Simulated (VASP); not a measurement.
Wanted: the native input for a VASP 6.6.1 run.

```yaml
Task: single point
Functional: PBEsol
Dispersion: D3(BJ)
Potentials_or_basis: VASP PAW PBE potentials, release 64 (Mo_sv, S)
Cutoff: 520 eV
k_mesh: 14 × 14 × 3
Occupations: gaussian, width 0.15 eV
Spin: no spin polarisation
Dipole_correction: no
Further_INCAR_settings: ALGO = Fast; EDIFF = 1e-06; NBANDS = 49
```

The structure of MoS2 lies in POSCAR:

```
MoS2
1.0
   -3.0798097231      0.0000000000      0.0000000000
   -1.5399048616     -2.6671934590      0.0000000000
   -0.9239429169     -0.5334386918     20.1911508765
Mo S
3 6
Direct
    0.6379615625      0.6379615625      0.1435255206
    0.8564515107     -0.1435484893      0.7177424464
    0.2472065366      0.2472065366      0.4306339835
    0.5071731320      0.5071731320      0.7974676732
    0.8979281579     -0.1020718421      0.5103592103
    0.2886831839      0.2886831839      0.2232507474
    0.5964849153      0.5964849153      0.3509087567
    0.9872399412     -0.0127600588      0.0638002938
    0.2057298894      0.2057298894      0.6380172196
```

This cell differs from its parent crystal: the part above a cut slid along it.

These files were run (other wordings do the same):

INCAR

```
PREC = Accurate
ENCUT = 520
EDIFF = 1E-6
ISMEAR = 0
SIGMA = 0.15
LREAL = F
LASPH = T
NELM = 80
ALGO = Fast
ISIF = 2
LWAVE = F
LCHARG = T
GGA = PS
IVDW = 12
LELF = T
LVHAR = T
NBANDS = 49
```

KPOINTS

```
Automatic mesh
0
Gamma
  14 14 3
```

Potentials or basis: VASP PAW PBE potentials, release 64 (Mo_sv, S).

Run with:

```console
$ cat potpaw_PBE.64/Mo_sv/POTCAR potpaw_PBE.64/S/POTCAR > POTCAR
$ mpirun -np 1 vasp_std > vasp.out
```

It gave:

The pressure is 0.1 GPa and the largest force is 0.096 eV/Å. The band gap on the k mesh is zero (bands 39 and 40 overlap by 0.44 eV) and the dispersion energy per atom is -0.370 eV.

Caveat: the cell differs from its parent crystal (the part above a cut slid along it); the PAW data sets were made with another functional, which shifts forces and pressure a little.

Wall time 25 min on 1 thread of Oxide Virtual Turin-like Processor, on a shared host, peak memory 0.94 GiB.
